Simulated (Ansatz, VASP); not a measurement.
**One calculation of NaMg2Si2, two programs**

```
Na Mg Si
1.0
     4.71887    0.00000    0.00000
    -2.35943    4.08666    0.00000
     0.00000    0.00000    5.72970
Na Mg Si
1 2 2
Direct
  0.00000 0.00000 0.00000
  0.33333 0.66667 0.68292
  0.66667 0.33333 0.31708
  0.66667 0.33333 0.79172
  0.33333 0.66667 0.20828
```

Change from the starting cell: species swapped into the CaMn2P2 type (P-3m1, No. 164).

Alike in both runs: functional PBE; k mesh 6 × 6 × 4; occupations gaussian, width 0.1 eV; no spin polarisation.

Ansatz relaxed the structure, and its values are those at the end. VASP's run is a single point on that final structure, the one shown.

```csv
,VASP,Ansatz
version,VASP 6.6.1,Ansatz 0.2.0
potentials or method,"VASP PAW PBE potentials, release 64 (Na_pv, Mg, Si), cutoff 520 eV","scalar-relativistic, plane waves, PAW"
valence electrons in the cell,19,37
```

```csv
,VASP,Ansatz,Ansatz less VASP
gap on the k mesh at the Fermi level (eV),none,none,-
pressure (GPa),0.0,0.1,+0.06
rms of the force components (eV/Å),0.011,0.010,-0.0019
```

A gap of «none» marks a metal or a gap that the smearing closes. With one functional, cell and mesh, what is left measures potentials, basis and numerics. VASP's potentials hold 19 valence electrons a cell and Ansatz's 37, so a difference there can come from the potentials and not from the codes.
